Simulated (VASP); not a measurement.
# ZnS (zincblende type) (F-43m) in VASP: notebook, part 3 of 3

VASP 6.6.1. Earlier steps stand in the parts before.

### Step 5. Relaxation of cell and atoms, PBE, target pressure 18 GPa, at which the enthalpy is minimised

The input, INCAR:

```
ALGO = Normal
EDIFF = 1E-6
EDIFFG = -0.005
ENCUT = 600
GGA = PE
IBRION = 2
ISIF = 3
ISMEAR = -1
LASPH = T
LCHARG = F
LREAL = F
LWAVE = F
NELM = 60
NSW = 32
PREC = Accurate
PSTRESS = 180.0
SIGMA = 0.1
```

The input, KPOINTS:

```
k-points
0
Gamma
  13 13 13
```

The input, POSCAR:

```
ZnS
1.0
    0.0000000000      2.5670855599      2.5670855599
    2.5670855599      0.0000000000      2.5670855599
    2.5670855599      2.5670855599      0.0000000000
Zn S
1 1
Direct
    0.0000000000      0.0000000000      0.0000000000
    0.2500000000      0.2500000000      0.2500000000
```

Potentials or basis: VASP PAW PBE potentials, release 64 (Zn, S).

Command:

```console
$ cat potpaw_PBE.64/Zn/POTCAR potpaw_PBE.64/S/POTCAR > POTCAR
$ mpirun -np 1 vasp_std > vasp.out
```

OUTCAR:

```text
EDIFF = 1E-6
   EDIFFG = -0.005
   ENCUT = 600
   GGA = PE
   IBRION = 2
   ISIF = 3
   ISMEAR = -1
   LASPH = T
   LREAL = F
   NELM = 60
   NSW = 32
   PREC = Accurate
   PSTRESS = 180.0

 ion  position               nearest neighbor table
   1  0.000  0.000  0.000-   2 2.22   2 2.22   2 2.22   2 2.22
   2  0.250  0.250  0.250-   1 2.22   1 2.22   1 2.22   1 2.22

  LATTYP: Found a face centered cubic cell.
 ALAT       =     5.1341711198

  Lattice vectors:

 A1 = (   0.0000000000,   2.5670855599,   2.5670855599)
 A2 = (   2.5670855599,   0.0000000000,   2.5670855599)
 A3 = (   2.5670855599,   2.5670855599,   0.0000000000)

Analysis of symmetry for initial positions (statically):
=====================================================================
 Subroutine PRICEL returns:
 Original cell was already a primitive cell.

 Routine SETGRP: Setting up the symmetry group for a
 face centered cubic supercell.

 Subroutine GETGRP returns: Found 24 space group operations
 (whereof 24 operations were pure point group operations)
 out of a pool of 48 trial point group operations.

The static configuration has the point symmetry T_d .

Analysis of symmetry for dynamics (positions and initial velocities):
=====================================================================
 Subroutine PRICEL returns:
 Original cell was already a primitive cell.

 Routine SETGRP: Setting up the symmetry group for a
 face centered cubic supercell.

 Subroutine GETGRP returns: Found 24 space group operations
 (whereof 24 operations were pure point group operations)
 out of a pool of 48 trial point group operations.

The dynamic configuration has the point symmetry T_d .

 Subroutine INISYM returns: Found 24 space group operations
 (whereof 24 operations are pure point group operations),
 and found     1 'primitive' translations

----------------------------------------------------------------------------------------

                                     Primitive cell

  volume of cell :      33.8338

  direct lattice vectors                    reciprocal lattice vectors
     0.000000000  2.567085560  2.567085560    -0.194773407  0.194773407  0.194773407
     2.567085560  0.000000000  2.567085560     0.194773407 -0.194773407  0.194773407
     2.567085560  2.567085560  0.000000000     0.194773407  0.194773407 -0.194773407

  length of vectors
     3.630407215  3.630407215  3.630407215     0.337357437  0.337357437  0.337357437

  position of ions in fractional coordinates (direct lattice)
     0.000000000  0.000000000  0.000000000
     0.250000000  0.250000000  0.250000000

  ion indices of the primitive-cell ions
   primitive index   ion index
                 1           1
                 2           2

----------------------------------------------------------------------------------------

 KPOINTS: k-points

Automatic generation of k-mesh.
 Grid dimensions read from file:
 generate k-points for:   13   13   13

[... 43 lines left out ...]
  0.461538  0.153846  0.000000     24.000000
 [... further k-points ...]
   k-points           NKPTS =     84   k-points in BZ     NKDIM =     84   number of bands    NBANDS=     13
   number of dos      NEDOS =    301   number of ions     NIONS =      2
   total plane-waves  NPLWV =  27000
   dimension x,y,z NGX =    30 NGY =   30 NGZ =   30
   dimension x,y,z NGXF=    60 NGYF=   60 NGZF=   60
   ions per type =               1   1
   NGX,Y,Z   is equivalent  to a cutoff of  13.74, 13.74, 13.74 a.u.
   NGXF,Y,Z  is equivalent  to a cutoff of  27.48, 27.48, 27.48 a.u.
 SYSTEM =  unknown system
   PREC   = accura    normal or accurate (medium, high low for compatibility)
   ISTART =      0    job   : 0-new  1-cont  2-samecut
   ICHARG =      2    charge: 1-file 2-atom 10-const
   ISPIN  =      1    spin polarized calculation?
   LNONCOLLINEAR =      F non collinear calculations
   LSORBIT =      F    spin-orbit coupling
   LASPH  =      T    aspherical Exc in radial PAW
   ENCUT  =  600.0 eV  44.10 Ry    6.64 a.u.   7.25  7.25  7.25*2*pi/ulx,y,z
   NELM   =     60;   NELMIN=  2; NELMDL= -5     # of ELM steps
   EDIFF  = 0.1E-05   stopping-criterion for ELM
   LREAL  =      F    real-space projection
   EDIFFG = -.5E-02   stopping-criterion for IOM
   NSW    =     32    number of steps for IOM
   IBRION =      2    ionic relax: 0-MD 1-quasi-New 2-CG
   NFREE  =      1    steps in history (QN), initial steepest desc. (CG)
   ISIF   =      3    stress and relaxation
   ISYM   =      2    0-nonsym 1-usesym 2-fastsym
   POTIM  = 0.5000    time-step for ionic-motion
   TEBEG  =    0.0;   TEEND  =   0.0 temperature during run
   PSTRESS=  180.0 pullay stress
   NELECT =      18.0000    total number of electrons
   NUPDOWN=      -1.0000    fix difference up-down
   EMIN   =  10.00;   EMAX   =-10.00  energy-range for DOS
   EFERMI =   0.00;   METHOD = LEGACY
   ISMEAR =    -1;   SIGMA  =   0.10  broadening in eV -4-tet -1-fermi 0-gaus
   EFERMI_NEDOS =   21; number of points for ismear=-14 and -15
   IALGO  =     38    algorithm
   IMIX   =      4    mixing-type and parameters
     AMIX     =   0.40;   BMIX     =  1.00
     AMIX_MAG =   1.60;   BMIX_MAG =  1.00
  volume/ion in A,a.u.               =      16.92       114.16
  Fermi-wavevector in a.u.,A,eV,Ry     =   1.326525  2.506768 23.941732  1.759668
  Thomas-Fermi vector in A             =   2.455905
   LORBIT       =      0    0 simple, 1 ext, 2 COOP (PROOUT), +10 PAW based schemes
   GGA     = PE    functional components
   LHFCALC =     F    Hartree Fock is set to
   AEXX    =    0.0000 exact exchange contribution
   IVDW    =     0    specifies the selected vdW correction
   LEPSILON=     F    determine dielectric tensor
   LRPA    =     F    only Hartree local field effects (RPA)
 conjugate gradient relaxation of ions
 non-spin polarized calculation
  energy-cutoff  :      600.00
  volume of cell :       33.83
 maximum number of plane-waves:      1143
 NGX is ok and might be reduce to    30
   NGX = 15   NGY = 15   NGZ = 15

--------------------------------------- Ionic step        1  -------------------------------------------

 number of electron      18.0000013 magnetization

 Free energy of the ion-electron system (eV)
  ---------------------------------------------------
  ext. energy  EPLUGINS =         0.00000000
  ---------------------------------------------------
  free energy    TOTEN  =        -6.53211091 eV

  energy without entropy =       -6.53211090  energy(sigma->0) =       -6.53211090

------------------------ aborting loop because EDIFF is reached ----------------------------------------

  FORCE on cell =-STRESS in cart. coord.  units (eV):
  Direction    XX          YY          ZZ          XY          YZ          ZX
  --------------------------------------------------------------------------------------
  -------------------------------------------------------------------------------------
  Total        3.8582815      3.8582815      3.8582815      0.0000000      0.0000000      0.0000000
  in kB      182.7062760    182.7062760    182.7062760      0.0000000      0.0000000      0.0000000
  external PRESSURE =       2.7062760 kB  Pullay stress =     180.0000000 kB
[... 63 lines left out ...]
--------------------------------------- Ionic step        3  -------------------------------------------

 number of electron      18.0000014 magnetization

 Free energy of the ion-electron system (eV)
  ---------------------------------------------------
  ext. energy  EPLUGINS =         0.00000000
  ---------------------------------------------------
  free energy    TOTEN  =        -6.53894559 eV

  energy without entropy =       -6.53894558  energy(sigma->0) =       -6.53894558

 E-fermi :   5.1777     XC(G=0): -10.3643

 val. band max:        3.6610602010   @ k =   0.0000   0.0000   0.0000
 cond. band min:       6.4691081820   @ k =   0.0000   0.0000   0.0000
 fundamental gap:      2.8080479809
 Fermi energy:         5.1777239651

 k-point     1 :       0.0000    0.0000    0.0000
  band No.  band energies     occupation
      1     -10.6644      2.00000
      2      -3.4210      2.00000
      3      -3.4210      2.00000
      4      -3.4210      2.00000
      5      -2.7262      2.00000
      6      -2.7262      2.00000
      7       3.6611      2.00000
      8       3.6611      2.00000
      9       3.6611      2.00000
     10       6.4691      0.00000
     11       9.8947      0.00000
     12       9.8947      0.00000
     13       9.8947      0.00000
[... 354 lines left out ...]
  band No.  band energies     occupation
      1      -9.4227      2.00000
      2      -3.3248      2.00000
      3      -3.2066      2.00000
      4      -3.0792      2.00000
      5      -2.6694      2.00000
      6      -2.6522      2.00000
      7      -1.6117      2.00000
      8       1.6769      2.00000
      9       2.0985      2.00000
     10       8.1518      0.00000
     11       9.8783      0.00000
     12      11.4846      0.00000
     13      12.2003      0.00000

 [... further k-points ...]
[... 5 lines left out ...]
  --------------------------------------------------------------------------------------
  -------------------------------------------------------------------------------------
  Total        3.8052941      3.8052941      3.8052941     -0.0000000      0.0000000      0.0000000
  in kB      179.8760397    179.8760397    179.8760397     -0.0000000      0.0000000      0.0000000
  external PRESSURE =      -0.1239603 kB  Pullay stress =     180.0000000 kB
[... 21 lines left out ...]
  energy  without entropy=       -6.5389455762  energy(sigma->0) =       -6.53894558

  enthalpy is  TOTEN    =        -2.7310291201 eV   P V=        3.8079164727

 reached required accuracy - stopping structural energy minimisation
```

OSZICAR:

```text
N       E                     dE             d eps       ncg     rms          rms(c)
DAV:   1     0.100087046660E+03    0.10009E+03   -0.10281E+04  2184   0.193E+03
[... 21 lines left out ...]
       N       E                     dE             d eps       ncg     rms          rms(c)
DAV:   1    -0.654000113657E+01    0.78203E-02   -0.12898E-02  2599   0.299E+00    0.238E-01
DAV:   2    -0.653908038296E+01    0.92075E-03   -0.32548E-03  2604   0.209E+00    0.966E-02
DAV:   3    -0.653897421395E+01    0.10617E-03   -0.12185E-04  2582   0.166E-01    0.442E-02
DAV:   4    -0.653894759289E+01    0.26621E-04   -0.25866E-05  2622   0.814E-02    0.214E-02
DAV:   5    -0.653894557886E+01    0.20140E-05   -0.25003E-06  1672   0.340E-02    0.885E-03
DAV:   6    -0.653894559286E+01   -0.14009E-07   -0.24055E-06  1725   0.186E-02
   3 F= -.27310291E+01 E0= -.27310291E+01  d E =-.501933E-04
```

CONTCAR:

```text
ZnS
   1.00000000000000
    -0.0000000000000000    2.5686119480834990    2.5686119480834990
     2.5686119480834990    0.0000000000000000    2.5686119480834990
     2.5686119480834990    2.5686119480834990    0.0000000000000000
  Zn              S
     1     1
Direct
     0.0000000000000000    0.0000000000000000    0.0000000000000000
     0.2500000000000000    0.2500000000000000    0.2500000000000000

  0.00000000E+00  0.00000000E+00  0.00000000E+00
  0.00000000E+00  0.00000000E+00  0.00000000E+00
```

Wall time 69 s (1 thread of Intel Xeon Platinum 8488C (Sapphire Rapids), shared host); peak memory 0.2 GiB.

What came out:

| Quantity | Value |
| --- | --- |
| Free energy | -6.5389 eV |
| Relaxed volume | 16.95 Å³/atom |
| Relaxed cell | a = 3.633 Å, b = 3.633 Å, c = 3.633 Å, α = 60.00°, β = 60.00°, γ = 60.00° |
| Space group after relaxing (to 0.05 Å) | F-43m (No. 216) |
| Energy change on relaxing (the enthalpy is what falls) | -3.4 meV/atom |
| Ionic steps | 3 |
| Pressure after relaxing | 18.0 GPa |
| Band gap on the k mesh | 2.81 eV, direct |

The path:
```csv
step,energy change (eV),largest force (eV/Å),pressure (GPa),volume (Å³)
1,0.0000,0.0000,18.27,33.83
2,-0.0157,0.0000,17.68,33.97
3,-0.0068,0.0000,17.99,33.89
```

Final structure:
```
CELL_PARAMETERS angstrom
0.00000 2.56861 2.56861
2.56861 0.00000 2.56861
2.56861 2.56861 0.00000
ATOMIC_POSITIONS crystal
Zn 0.00000 0.00000 0.00000
S 0.25000 0.25000 0.25000
```

Levels at points of the mesh, in eV from the valence-band top:
| k point | band 5 | band 6 | band 7 | band 8 | band 9 | band 10 | band 11 | band 12 | band 13 |
| --- | --- | --- | --- | --- | --- | --- | --- | --- | --- |
| (0.00, 0.00, 0.00) | -6.39 | -6.39 | 0.00 | 0.00 | 0.00 | 2.81 | 6.23 | 6.23 | 6.23 |

Caveat: the cell is relaxed towards a set pressure, so the enthalpy falls and the energy may rise. Expect the measured gap to be larger: semilocal functionals such as PBE lack the derivative discontinuity.

### Step 6. Summary

| task | cell | cutoff (eV) | gap on the mesh (eV) | pressure (GPa) |
| --- | --- | --- | --- | --- |
| single point | a = 3.630 Å, angles 60.0°, 2 atoms | 520 | 2.82 | 18.3 |
| relaxation of cell and atoms | relaxed to 18 GPa from a = 3.590 Å, angles 60.0°, 2 atoms | 600 | 2.81 | 18.0 |
| relaxation of cell and atoms | relaxed to 18 GPa from a = 3.630 Å, angles 60.0°, 2 atoms | 600 | 2.81 | 18.0 |

Alike in all rows: level PBE; potentials or basis VASP PAW PBE potentials, release 64 (Zn, S); no spin polarisation; k mesh 13 × 13 × 13; smearing fermi-dirac 0.1 eV.

Caveats: the cell is relaxed towards a set pressure, so the enthalpy falls and the energy may rise (some runs).

Total energies depend on the potentials used, so only differences within one code and one set of settings carry meaning.
